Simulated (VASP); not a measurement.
Set up this calculation in VASP 6.6.1, as the native input.

```
Task                   : single point
Functional             : PBE
Potentials or basis    : VASP PAW PBE potentials, release 64 (Au)
Cutoff                 : 520 eV
k mesh                 : 14 × 14 × 8
Occupations            : fermi-dirac, width 0.03 eV
Spin                   : no spin polarisation
Dipole correction      : no
Further INCAR settings : ALGO = Normal; EDIFF = 1e-06; NBANDS = 18
```

The structure of Au lies in POSCAR:

```
Au
1.0
    2.8608044381      0.0000000000      0.0000000000
   -1.4304022190      2.4775293187      0.0000000000
    0.0000000000      0.0000000000      4.8140459691
Au
2
Direct
    0.3333333333      0.6666666667      0.7500000000
    0.6666666667      0.3333333333      0.2500000000
```

This cell differs from its parent crystal: volume scaled by 0.96.

One way to write it, as run:

INCAR

```
SYSTEM = Au
  ALGO = Normal
  EDIFF = 1E-6
  ENCUT = 520
  GGA = PE
  ISIF = 2
  ISMEAR = -1
  LASPH = .True.
  LCHARG = .False.
  LREAL = .False.
  LWAVE = .False.
  NBANDS = 18
  NELM = 100
  PREC = Accurate
  SIGMA = 0.03
```

KPOINTS

```
k-points
0
Gamma
  14 14 8
  0 0 0
```

Potentials or basis: VASP PAW PBE potentials, release 64 (Au).

Command:

```sh
$ cat potpaw_PBE.64/Au/POTCAR > POTCAR
$ mpirun -np 1 vasp_std > vasp.out
```

Results of the run:

```yaml
Pressure: 8.4 GPa
Band_gap_on_the_k_mesh: zero (band 11 reaches 13.38 eV, above the bottom of band 12 at 6.79 eV)
```

Caveat: spin-orbit coupling is left out, which moves the levels of the heavy elements.

It took 47 s on 1 thread of Intel(R) Xeon(R) Platinum 8488C (Sapphire Rapids) (shared host), peak memory 0.19 GiB.
